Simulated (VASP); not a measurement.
# Cu (Fm-3m) in VASP: notebook, part 2 of 2

VASP 6.6.1. The steps go on from the part before.

### 4 Single point, LDA

This run uses another cell than the first one, of 12.64 Å³/atom, 1.059 times its volume.

Input file INCAR:

```
ALGO = Normal
EDIFF = 1E-6
ENCUT = 520
ISIF = 2
ISMEAR = 1
LASPH = T
LCHARG = F
LREAL = F
LWAVE = F
NBANDS = 12
NELM = 100
PREC = Accurate
SIGMA = 0.1
```

Input file KPOINTS:

```
k-points
0
Gamma
  14 14 14
```

Input file POSCAR:

```
Cu
1.0
    0.0000000000      1.8487274876      1.8487274876
    1.8487274876      0.0000000000      1.8487274876
    1.8487274876      1.8487274876      0.0000000000
Cu
1
Direct
    0.0000000000      0.0000000000      0.0000000000
```

Potentials or basis: VASP PAW LDA potentials, release 64 (Cu).

On the command line:

```console
$ cat potpaw_LDA.64/Cu/POTCAR > POTCAR
$ mpirun -np 1 vasp_std > vasp.out
```

OUTCAR:

```text
EDIFF = 1E-6
   ENCUT = 520
   ISIF = 2
   ISMEAR = 1
   LASPH = T
   LREAL = F
   NELM = 100
   PREC = Accurate

 ion  position               nearest neighbor table
   1  0.000  0.000  0.000-

  LATTYP: Found a face centered cubic cell.
 ALAT       =     3.6974549752

  Lattice vectors:

 A1 = (   0.0000000000,   1.8487274876,   1.8487274876)
 A2 = (   1.8487274876,   0.0000000000,   1.8487274876)
 A3 = (   1.8487274876,   1.8487274876,   0.0000000000)

Analysis of symmetry for initial positions (statically):
=====================================================================
 Subroutine PRICEL returns:
 Original cell was already a primitive cell.

 Routine SETGRP: Setting up the symmetry group for a
 face centered cubic supercell.

 Subroutine GETGRP returns: Found 48 space group operations
 (whereof 48 operations were pure point group operations)
 out of a pool of 48 trial point group operations.

The static configuration has the point symmetry O_h .

Analysis of symmetry for dynamics (positions and initial velocities):
=====================================================================
 Subroutine PRICEL returns:
 Original cell was already a primitive cell.

 Routine SETGRP: Setting up the symmetry group for a
 face centered cubic supercell.

 Subroutine GETGRP returns: Found 48 space group operations
 (whereof 48 operations were pure point group operations)
 out of a pool of 48 trial point group operations.

The dynamic configuration has the point symmetry O_h .

 Subroutine INISYM returns: Found 48 space group operations
 (whereof 48 operations are pure point group operations),
 and found     1 'primitive' translations

----------------------------------------------------------------------------------------

                                     Primitive cell

  volume of cell :      12.6371

  direct lattice vectors                    reciprocal lattice vectors
     0.000000000  1.848727488  1.848727488    -0.270456302  0.270456302  0.270456302
     1.848727488  0.000000000  1.848727488     0.270456302 -0.270456302  0.270456302
     1.848727488  1.848727488  0.000000000     0.270456302  0.270456302 -0.270456302

  length of vectors
     2.614495486  2.614495486  2.614495486     0.468444057  0.468444057  0.468444057

  position of ions in fractional coordinates (direct lattice)
     0.000000000  0.000000000  0.000000000

  ion indices of the primitive-cell ions
   primitive index   ion index
                 1           1

----------------------------------------------------------------------------------------

 KPOINTS: k-points

Automatic generation of k-mesh.
 Grid dimensions read from file:
 generate k-points for:   14   14   14

 Generating k-lattice:

  Cartesian coordinates                     Fractional coordinates (reciprocal lattice)
    -0.019318307  0.019318307  0.019318307     0.071428571  0.000000000  0.000000000
     0.019318307 -0.019318307  0.019318307     0.000000000  0.071428571  0.000000000
     0.019318307  0.019318307 -0.019318307     0.000000000  0.000000000  0.071428571

  Length of vectors
     0.033460290  0.033460290  0.033460290

  Shift w.r.t. Gamma in fractional coordinates (k-lattice)
     0.000000000  0.000000000  0.000000000

 Subroutine IBZKPT returns following result:
 ===========================================

 Found    104 irreducible k-points:

 Following reciprocal coordinates:
            Coordinates               Weight
  0.000000  0.000000  0.000000      1.000000
  0.071429  0.000000  0.000000      8.000000
  0.142857  0.000000  0.000000      8.000000
  0.214286  0.000000  0.000000      8.000000
  0.285714  0.000000  0.000000      8.000000
  0.357143  0.000000  0.000000      8.000000
[... 16 lines left out ...]
  0.214286  0.142857  0.000000     24.000000
  0.285714  0.142857  0.000000     24.000000
 [... further k-points ...]
   k-points           NKPTS =    104   k-points in BZ     NKDIM =    104   number of bands    NBANDS=     12
   number of dos      NEDOS =    301   number of ions     NIONS =      1
   total plane-waves  NPLWV =   8000
   dimension x,y,z NGX =    20 NGY =   20 NGZ =   20
   dimension x,y,z NGXF=    40 NGYF=   40 NGZF=   40
   ions per type =               1
   NGX,Y,Z   is equivalent  to a cutoff of  12.72, 12.72, 12.72 a.u.
   NGXF,Y,Z  is equivalent  to a cutoff of  25.43, 25.43, 25.43 a.u.
 SYSTEM =  unknown system
   PREC   = accura    normal or accurate (medium, high low for compatibility)
   ISTART =      0    job   : 0-new  1-cont  2-samecut
   ICHARG =      2    charge: 1-file 2-atom 10-const
   ISPIN  =      1    spin polarized calculation?
   LNONCOLLINEAR =      F non collinear calculations
   LSORBIT =      F    spin-orbit coupling
   LASPH  =      T    aspherical Exc in radial PAW
   ENCUT  =  520.0 eV  38.22 Ry    6.18 a.u.   4.86  4.86  4.86*2*pi/ulx,y,z
   NELM   =    100;   NELMIN=  2; NELMDL= -5     # of ELM steps
   EDIFF  = 0.1E-05   stopping-criterion for ELM
   LREAL  =      F    real-space projection
   EDIFFG = 0.1E-04   stopping-criterion for IOM
   NSW    =      0    number of steps for IOM
   IBRION =     -1    ionic relax: 0-MD 1-quasi-New 2-CG
   NFREE  =      0    steps in history (QN), initial steepest desc. (CG)
   ISIF   =      2    stress and relaxation
   ISYM   =      2    0-nonsym 1-usesym 2-fastsym
   POTIM  = 0.5000    time-step for ionic-motion
   TEBEG  =    0.0;   TEEND  =   0.0 temperature during run
   PSTRESS=    0.0 pullay stress
   NELECT =      11.0000    total number of electrons
   NUPDOWN=      -1.0000    fix difference up-down
   EMIN   =  10.00;   EMAX   =-10.00  energy-range for DOS
   EFERMI =   0.00;   METHOD = LEGACY
   ISMEAR =     1;   SIGMA  =   0.10  broadening in eV -4-tet -1-fermi 0-gaus
   EFERMI_NEDOS =   21; number of points for ismear=-14 and -15
   IALGO  =     38    algorithm
   IMIX   =      4    mixing-type and parameters
     AMIX     =   0.40;   BMIX     =  1.00
     AMIX_MAG =   1.60;   BMIX_MAG =  1.00
  volume/ion in A,a.u.               =      12.64        85.28
  Fermi-wavevector in a.u.,A,eV,Ry     =   1.563110  2.953849 33.243283  2.443312
  Thomas-Fermi vector in A             =   2.665929
   LORBIT       =      0    0 simple, 1 ext, 2 COOP (PROOUT), +10 PAW based schemes
   GGA     = CA    functional components
   LHFCALC =     F    Hartree Fock is set to
   AEXX    =    0.0000 exact exchange contribution
   IVDW    =     0    specifies the selected vdW correction
   LEPSILON=     F    determine dielectric tensor
   LRPA    =     F    only Hartree local field effects (RPA)
 non-spin polarized calculation
 Methfessel and Paxton  Order N= 1 SIGMA  =   0.10
  energy-cutoff  :      520.00
  volume of cell :       12.64
 maximum number of plane-waves:       348
   NGX =  9   NGY =  9   NGZ =  9

 number of electron      10.9999989 magnetization

 Free energy of the ion-electron system (eV)
  ---------------------------------------------------
  ext. energy  EPLUGINS =         0.00000000
  ---------------------------------------------------
  free energy    TOTEN  =        -4.59467878 eV

  energy without entropy =       -4.59489195  energy(sigma->0) =       -4.59474984

 E-fermi :   6.4425     XC(G=0): -12.7119

 val. band max:        6.3455869457   @ k =   0.5000   0.2857   0.1429
 cond. band min:       6.5000786668   @ k =   0.5000   0.2143   0.0714
 fundamental gap:      0.1544917210
 Fermi energy:         6.4425198537

 k-point     1 :       0.0000    0.0000    0.0000
  band No.  band energies     occupation
      1      -2.3270      2.00000
      2       3.6458      2.00000
      3       3.6458      2.00000
      4       3.6458      2.00000
      5       4.4003      2.00000
      6       4.4003      2.00000
      7      28.6682      0.00000
      8      30.5969      0.00000
      9      30.5969      0.00000
     10      30.5969      0.00000
     11      33.1160      0.00000
     12      33.1160      0.00000
[... 331 lines left out ...]
 k-point    24 :       0.2857    0.1429    0.0000
  band No.  band energies     occupation
      1       0.0829      2.00000
      2       3.1889      2.00000
      3       3.7913      2.00000
      4       3.9908      2.00000
      5       4.4233      2.00000
      6       4.6518      2.00000
      7      19.4350      0.00000
      8      24.3543      0.00000
      9      26.1137      0.00000
     10      27.3518      0.00000
     11      31.6399      0.00000
     12      36.7023      0.00000

 [... further k-points ...]

------------------------ aborting loop because EDIFF is reached ----------------------------------------

  FORCE on cell =-STRESS in cart. coord.  units (eV):
  Direction    XX          YY          ZZ          XY          YZ          ZX
  --------------------------------------------------------------------------------------
  -------------------------------------------------------------------------------------
  Total       -1.4681670     -1.4681670     -1.4681670     -0.0000000      0.0000000      0.0000000
  in kB     -186.1389923   -186.1389923   -186.1389923     -0.0000000      0.0000000      0.0000000
  external PRESSURE =    -186.1389923 kB  Pullay stress =       0.0000000 kB

 VOLUME and BASIS-vectors are now :
 -----------------------------------------------------------------------------
  energy-cutoff  :      520.00
  volume of cell :       12.64
      direct lattice vectors                 reciprocal lattice vectors
     0.000000000  1.848727488  1.848727488    -0.270456302  0.270456302  0.270456302
     1.848727488  0.000000000  1.848727488     0.270456302 -0.270456302  0.270456302
     1.848727488  1.848727488  0.000000000     0.270456302  0.270456302 -0.270456302

 POSITION                                       TOTAL-FORCE (eV/Angst)
 -----------------------------------------------------------------------------------
      0.00000      0.00000      0.00000         0.000000      0.000000      0.000000
 -----------------------------------------------------------------------------------
    total drift:                                0.000000      0.000000      0.000000

  FREE ENERGIE OF THE ION-ELECTRON SYSTEM (eV)
  ---------------------------------------------------
  free  energy   TOTEN  =        -4.5946787805 eV

  energy  without entropy=       -4.5948919499  energy(sigma->0) =       -4.59474984
```

stdout:

```text
POSCAR found type information on POSCAR Cu
 POSCAR found :  1 types and       1 ions
 scaLAPACK will be used
 LDA part: xc-table for (Slater(with rela. corr.)+CA(PZ))
 , standard interpolation
 POSCAR, INCAR and KPOINTS ok, starting setup
 FFT: planning ... GRIDC
 FFT: planning ... GRID_SOFT
 FFT: planning ... GRID
 WAVECAR not read
 entering main loop
```

Run time: 8 s. Hardware: 1 thread of Intel Xeon Platinum 8488C (Sapphire Rapids), shared host; peak memory 0.12 GiB.

What came out:

* Free energy: -4.5947 eV
* Pressure: -18.6 GPa

Levels at points of the mesh, in eV from the Fermi level:
```tsv
k point	band 3	band 4	band 5	band 6	band 7	band 8	band 9	band 10
(0.00, 0.00, 0.00)	-2.80	-2.80	-2.04	-2.04	22.23	24.15	24.15	24.15
(0.50, 0.00, 0.00)	-2.82	-1.53	-1.53	-0.71	3.47	20.77	20.96	20.96
(0.50, 0.50, 0.00)	-1.54	-1.40	-1.40	1.62	6.72	12.57	12.57	17.05
```

### 5 Summary

| cell | gap on the mesh (eV) | pressure (GPa) |
| --- | --- | --- |
| a = 2.565 Å, angles 60.0°, 1 atom | none | -12.9 |
| a = 2.590 Å, angles 60.0°, 1 atom | none | -16.0 |
| a = 2.614 Å, angles 60.0°, 1 atom | none | -18.6 |

Alike in all rows: task single point; level LDA; potentials or basis VASP PAW LDA potentials, release 64 (Cu); no spin polarisation; k mesh 14 × 14 × 14; cutoff (eV) 520; smearing methfessel-paxton 0.1 eV.

Absolute energies hang on the potentials; compare differences alone.
